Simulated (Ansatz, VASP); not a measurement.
Two plane-wave programs on TlO2

```
Tl O
1.0
     3.75824    0.00000    0.00000
    -1.87912    3.25473    0.00000
     0.00000    0.00000    3.27578
Tl O
1 2
Direct
  0.00000 0.00000 0.00000
  0.33333 0.66667 0.50000
  0.66667 0.33333 0.50000
```

Alike in both runs: functional PBE; k mesh 6 × 6 × 6; occupations gaussian, width 0.1 eV; no spin polarisation.

Ansatz relaxed the structure, and its values are those at the end. VASP's run is a single point on that final structure, the one shown.

|  | VASP | Ansatz |
| --- | --- | --- |
| version | VASP 6.6.1 | Ansatz 0.2.0 |
| potentials or method | VASP PAW PBE potentials, release 64 (Tl_d, O), cutoff 520 eV | scalar-relativistic, plane waves, PAW |
| valence electrons in the cell | 25 | 25 |

|  | VASP | Ansatz | Ansatz less VASP |
| --- | --- | --- | --- |
| gap on the k mesh at the Fermi level (eV) | none | none | - |
| pressure (GPa) | -0.1 | 0.0 | +0.15 |

A gap of «none» marks a metal or a gap that the smearing closes.

Spin-orbit coupling is off throughout.
